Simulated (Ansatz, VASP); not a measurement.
Two plane-wave programs on TaN

The input POSCAR:

```
TaN
1.0
    2.8982924298      0.0000000000      0.0000000000
   -1.4491462149      2.5099948717      0.0000000000
    0.0000000000      0.0000000000      2.8440357641
Ta N
1 1
Direct
    0.0000000000      0.0000000000      0.5000000000
    0.6666666667      0.3333333333      0.0000000000
```

The input INCAR.step1:

```
SYSTEM = TaN
PREC = Accurate ; ENCUT = 520
EDIFF = 1E-5 ; ISMEAR = -1
SIGMA = 0.05 ; LREAL = .FALSE.
LASPH = .TRUE. ; NELM = 60
ALGO = Normal ; ISIF = 2
LWAVE = .TRUE. ; GGA = PE
NBANDS = 15
```

The input INCAR.step2:

```
SYSTEM = TaN
PREC = Accurate ; ENCUT = 520
EDIFF = 1E-6 ; ISMEAR = -1
SIGMA = 0.05 ; LREAL = .FALSE.
LASPH = .TRUE. ; NELM = 60
ALGO = Normal ; ISIF = 2
LWAVE = .FALSE. ; LCHARG = .TRUE.
GGA = B3 ; LHFCALC = .TRUE.
AEXX = 0.2 ; AGGAX = 0.72
AGGAC = 0.81 ; ALDAC = 0.19
PRECFOCK = Normal ; LELF = .TRUE.
LVHAR = .TRUE. ; ISTART = 1
NBANDS = 15
```

File KPOINTS:

```
Automatic mesh
0
G
  5 5 5
  0 0 0
```

Contents of input.yaml:

```yaml
crystal:
  lattice:
    - [2.8982924298, 0.0, 0.0]
    - [-1.4491462149, 2.5099948717, 0.0]
    - [0.0, 0.0, 2.8440357641]
  atoms:
    - { symbol: Ta, position: [0.0, 0.0, 0.5] }
    - { symbol: "N", position: [0.6666666667, 0.3333333333, 0.0] }
hamiltonian:
  xc: b3lyp
  pseudopotentials: { kind: paw }
kpoints:
  mp_grid: { grid: [5, 5, 5] }
scf:
  occupations: { method: fermi_dirac, width: 0.05 }
output:
  forces: true
  stress: true
  eigenvalues: true
```

Alike in both runs: task single point; functional B3LYP; k mesh 5 × 5 × 5; occupations fermi-dirac, width 0.05 eV; no spin polarisation.

|  | VASP | Ansatz |
| --- | --- | --- |
| version | VASP 6.6.1 | Ansatz 0.2.0 |
| potentials or method | VASP PAW PBE potentials, release 64 (Ta_pv, N) | Ansatz PAW |
| plane-wave cutoff (eV) | 520 | 420 |
| valence electrons in the cell | 16 | 18 |

VASP gave:

| Item | Value |
| --- | --- |
| gap on the k mesh at the Fermi level (eV) | none |
| pressure (GPa) | 24.8 |
| traceless stress, the component that is largest in VASP (GPa) | 1.48 |

Task: What did Ansatz give for the same quantities?

Result: gap on the k mesh at the Fermi level (eV): none; pressure (GPa): 23.9; traceless stress, the component that is largest in VASP (GPa): 1.38.

VASP's potentials were made for PBE, not for B3LYP. A gap of «none» marks a metal or a gap that the smearing closes. The functional is the same, so the differences come from potentials, cutoffs and numerics. VASP's potentials hold 16 valence electrons a cell and Ansatz's 18, so a difference there can come from the potentials and not from the codes.

The k mesh is coarse, so the values compare programs but aren't converged. Spin-orbit coupling is off throughout.
